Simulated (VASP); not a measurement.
Here is a VASP 6.6.1 calculation.

Contents of INCAR:

```
  ALGO = Normal
  EDIFF = 1E-6
  ENCUT = 520
  GGA = PS
  ISIF = 2
  ISMEAR = 0
  ISPIN = 2
  LASPH = True
  LCHARG = False
  LMAXMIX = 4
  LORBIT = 11
  LREAL = False
  LWAVE = False
  MAGMOM = 4.13 0
  NBANDS = 20
  NELM = 150
  PREC = Accurate
  SIGMA = 0.05
```

KPOINTS

```
k-points
0
Gamma
  10 10 10
```

Contents of POSCAR:

```
MnSb
1.0
    0.0000000000      2.9948098587      2.9948098587
    2.9948098587      0.0000000000      2.9948098587
    2.9948098587      2.9948098587      0.0000000000
Mn Sb
1 1
Direct
    0.0000000000      0.0000000000      0.0000000000
    0.2500000000      0.2500000000      0.2500000000
```

Potentials or basis: VASP PAW PBE potentials, release 64 (Mn_pv, Sb).

The run is started by

```console
$ cat potpaw_PBE.64/Mn_pv/POTCAR potpaw_PBE.64/Sb/POTCAR > POTCAR
$ mpirun -np 1 vasp_std > vasp.out
```

Question: What does it give for the pressure?

Answer: 1.7 GPa.

Question: Estimate the site moments.

Answer: Mn +3.72; Sb -0.15 μB.

Question: Predict the net moment.

Answer: 3.86 μB per cell.

Caveat: the PAW data sets were made with another functional, which shifts forces and pressure a little; a cell with one magnetic atom can't hold antiferromagnetic order, which such compounds often take.
